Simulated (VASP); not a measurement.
# SnSe2 (P-3m1) in VASP: relaxation of the atoms with PBE

Aim: the relaxation of the atoms of SnSe2 with PBE.

All numbers are computed with VASP 6.6.1; they aren't measurements. Logs are shortened: lines on timing, memory, paths and dates and some standing lists are left out, and cuts for length are marked.

### 1 The cell of the first run

Symmetry: P-3m1, No. 164, trigonal system. The conventional cell has a = 3.811 Å, b = 3.811 Å, c = 6.136 Å, α = 90.00°, β = 90.00°, γ = 120.00°. Sn (site symmetry -3m) has 6 Se at 2.68 Å within 3.5 Å. Se (site symmetry 3m) has 3 Sn at 2.68 Å within 3.5 Å.

### 2 Relaxation of the atoms, PBE

Contents of INCAR:

```
PREC = Accurate
ENCUT = 450
EDIFF = 1E-7
ISMEAR = 0
SIGMA = 0.01
LREAL = F
LASPH = T
NELM = 120
ALGO = Normal
ISIF = 2
LWAVE = F
LCHARG = F
GGA = PE
IBRION = 2
NSW = 60
EDIFFG = -0.001
GGA_COMPAT = F
NELMIN = 4
```

Contents of KPOINTS:

```
regular mesh
0
Gamma
  10 10 6
```

Contents of POSCAR:

```
SnSe2
1.0
    3.8110000000      0.0000000000      0.0000000000
   -1.9055000000      3.3004228138      0.0000000000
    0.0000000000      0.0000000000      6.1360000000
Sn Se
1 2
Direct
    0.0000000000      0.0000000000      0.0000000000
    0.3333333333      0.6666666667      0.2490000000
    0.6666666667      0.3333333333      0.7510000000
```

Potentials or basis: VASP PAW PBE potentials, release 64 (Sn_d, Se).

Launch:

```console
$ cat potpaw_PBE.64/Sn_d/POTCAR potpaw_PBE.64/Se/POTCAR > POTCAR
$ mpirun -np 1 vasp_std > vasp.out
```

OUTCAR:

```text
PREC = Accurate
   ENCUT = 450
   EDIFF = 1E-7
   ISMEAR = 0
   LREAL = F
   LASPH = T
   NELM = 120
   ISIF = 2
   GGA = PE
   IBRION = 2
   NSW = 60
   EDIFFG = -0.001
   NELMIN = 4

 ion  position               nearest neighbor table
   1  0.000  0.000  0.000-   2 2.68   3 2.68   2 2.68   3 2.68   3 2.68   2 2.68
   2  0.333  0.667  0.249-   1 2.68   1 2.68   1 2.68
   3  0.667  0.333  0.751-   1 2.68   1 2.68   1 2.68

  LATTYP: Found a hexagonal cell.
 ALAT       =     3.8110000000
 C/A-ratio  =     1.6100760955

  Lattice vectors:

 A1 = (   3.8110000000,   0.0000000000,   0.0000000000)
 A2 = (  -1.9055000000,   3.3004228138,   0.0000000000)
 A3 = (   0.0000000000,   0.0000000000,   6.1360000000)

Analysis of symmetry for initial positions (statically):
=====================================================================
 Subroutine PRICEL returns:
 Original cell was already a primitive cell.

 Routine SETGRP: Setting up the symmetry group for a
 hexagonal supercell.

 Subroutine GETGRP returns: Found 12 space group operations
 (whereof 12 operations were pure point group operations)
 out of a pool of 24 trial point group operations.

The static configuration has the point symmetry D_3d.

Analysis of symmetry for dynamics (positions and initial velocities):
=====================================================================
 Subroutine PRICEL returns:
 Original cell was already a primitive cell.

 Routine SETGRP: Setting up the symmetry group for a
 hexagonal supercell.

 Subroutine GETGRP returns: Found 12 space group operations
 (whereof 12 operations were pure point group operations)
 out of a pool of 24 trial point group operations.

The dynamic configuration has the point symmetry D_3d.

 Subroutine INISYM returns: Found 12 space group operations
 (whereof 12 operations are pure point group operations),
 and found     1 'primitive' translations

----------------------------------------------------------------------------------------

                                     Primitive cell

  volume of cell :      77.1781

  direct lattice vectors                    reciprocal lattice vectors
     3.811000000  0.000000000  0.000000000     0.262398321  0.151495741  0.000000000
    -1.905500000  3.300422814  0.000000000     0.000000000  0.302991482  0.000000000
[... 110 lines left out ...]
  Thomas-Fermi vector in A             =   2.275820
   LORBIT       =      0    0 simple, 1 ext, 2 COOP (PROOUT), +10 PAW based schemes
   GGA     = PE    functional components
   LHFCALC =     F    Hartree Fock is set to
   AEXX    =    0.0000 exact exchange contribution
   IVDW    =     0    specifies the selected vdW correction
   LEPSILON=     F    determine dielectric tensor
   LRPA    =     F    only Hartree local field effects (RPA)
 conjugate gradient relaxation of ions
 non-spin polarized calculation
 Gauss-broadening in eV      SIGMA  =   0.01
  energy-cutoff  :      450.00
  volume of cell :       77.18
 maximum number of plane-waves:      1713
 NGX is ok and might be reduce to    28
   NGX = 13   NGY = 13   NGZ = 21

--------------------------------------- Ionic step        1  -------------------------------------------

 number of electron      25.9999996 magnetization

 Free energy of the ion-electron system (eV)
  ---------------------------------------------------
  ext. energy  EPLUGINS =         0.00000000
  ---------------------------------------------------
  free energy    TOTEN  =       -11.74798357 eV

  energy without entropy =      -11.74798357  energy(sigma->0) =      -11.74798357

------------------------ aborting loop because EDIFF is reached ----------------------------------------

  FORCE on cell =-STRESS in cart. coord.  units (eV):
  Direction    XX          YY          ZZ          XY          YZ          ZX
  --------------------------------------------------------------------------------------
  -------------------------------------------------------------------------------------
  Total        2.4637609      2.4637609      3.1971450      0.0000000      0.0000000     -0.0000000
  in kB       51.1464233     51.1464233     66.3711023      0.0000000      0.0000000     -0.0000000
  external PRESSURE =      56.2213163 kB  Pullay stress =       0.0000000 kB
[... 92 lines left out ...]
  FREE ENERGIE OF THE ION-ELECTRON SYSTEM (eV)
  ---------------------------------------------------
  free  energy   TOTEN  =       -11.8094099646 eV

  energy  without entropy=      -11.8094099646  energy(sigma->0) =      -11.80940996

[... ionic steps 4 to 15 ...]

--------------------------------------- Ionic step       16  -------------------------------------------

 number of electron      25.9999996 magnetization

------------------------ aborting loop because EDIFF is reached ----------------------------------------
[... 69 lines left out ...]
--------------------------------------- Ionic step       18  -------------------------------------------

 number of electron      25.9999996 magnetization

 Free energy of the ion-electron system (eV)
  ---------------------------------------------------
  ext. energy  EPLUGINS =         0.00000000
  ---------------------------------------------------
  free energy    TOTEN  =       -11.80941363 eV

  energy without entropy =      -11.80941363  energy(sigma->0) =      -11.80941363

 E-fermi :   4.3510     XC(G=0):  -9.5194

 val. band max:        4.2480017548   @ k =   0.1000   0.1000   0.0000
 cond. band min:       4.7725553755   @ k =   0.0000   0.4000   0.3333
 fundamental gap:      0.5245536207
 Fermi energy:         4.3509620146

 k-point     1 :       0.0000    0.0000    0.0000
  band No.  band energies     occupation
      1     -17.0462      2.00000
      2     -17.0462      2.00000
      3     -17.0074      2.00000
      4     -16.9966      2.00000
      5     -16.9966      2.00000
      6      -9.6003      2.00000
[... 457 lines left out ...]
      4     -16.9783      2.00000
      5     -16.9734      2.00000
      6      -7.9988      2.00000
[... 9 lines left out ...]
     16       9.5496      0.00000
     17       9.6460      0.00000

 [... further k-points ...]

------------------------ aborting loop because EDIFF is reached ----------------------------------------

  FORCE on cell =-STRESS in cart. coord.  units (eV):
  Direction    XX          YY          ZZ          XY          YZ          ZX
  --------------------------------------------------------------------------------------
  -------------------------------------------------------------------------------------
  Total        1.4639077      1.4639077      0.9777854      0.0000000     -0.0000000      0.0000000
  in kB       30.3899798     30.3899798     20.2983269      0.0000000     -0.0000000      0.0000000
  external PRESSURE =      27.0260955 kB  Pullay stress =       0.0000000 kB
[... 18 lines left out ...]
  FREE ENERGIE OF THE ION-ELECTRON SYSTEM (eV)
  ---------------------------------------------------
  free  energy   TOTEN  =       -11.8094136332 eV

  energy  without entropy=      -11.8094136332  energy(sigma->0) =      -11.80941363

 reached required accuracy - stopping structural energy minimisation
```

Run time: 7.9 min. Hardware: 1 thread of Intel Xeon 8259CL, shared host; peak memory 0.23 GiB.

Results:

* Free energy: -11.8094 eV
* Energy gained by relaxing: 20.5 meV/atom
* Ionic steps: 18
* Pressure after relaxing: 2.7 GPa
* Band gap on the k mesh: 0.52 eV (least direct gap 1.08 eV)

The path:
| step | energy change (eV) | largest force (eV/Å) | pressure (GPa) |
| --- | --- | --- | --- |
| 1 | 0.0000 | 0.8058 | 5.62 |
| 2 | -0.0464 | 0.3917 | 4.09 |
| 3 | -0.0614 | 0.0054 | 2.68 |
| 4 | -0.0614 | 0.0099 | 2.73 |
| 5 | -0.0614 | 0.0098 | 2.73 |
| 6 | -0.0614 | 0.0096 | 2.73 |
| 7 | -0.0614 | 0.0096 | 2.73 |
| 8 | -0.0614 | 0.0096 | 2.73 |
| 9 | -0.0614 | 0.0096 | 2.73 |
| 10 | -0.0614 | 0.0095 | 2.73 |
| 11 | -0.0614 | 0.0095 | 2.73 |
| 12 | -0.0614 | 0.0094 | 2.73 |
| 13 | -0.0614 | 0.0093 | 2.73 |
| 14 | -0.0614 | 0.0090 | 2.73 |
| 15 | -0.0614 | 0.0085 | 2.73 |
| 16 | -0.0614 | 0.0074 | 2.73 |
| 17 | -0.0614 | 0.0051 | 2.72 |
| 18 | -0.0614 | 0.0007 | 2.70 |

Final structure:
```
Sn Se
1.0
     3.81100    0.00000    0.00000
    -1.90550    3.30042    0.00000
     0.00000    0.00000    6.13600
Sn Se
1 2
Cartesian
  0.0000 0.0000 0.0000
  0.0000 2.2003 1.6057
  1.9055 1.1001 4.5303
```

Caveat: semilocal functionals underestimate gaps, and a narrow one can read as zero; spin-orbit coupling is left out, which moves the levels of the heavy elements; this functional lacks dispersion, which binds layers or chains, so the pressure and a relaxed spacing across them are unreliable. A k mesh can miss the band edges.
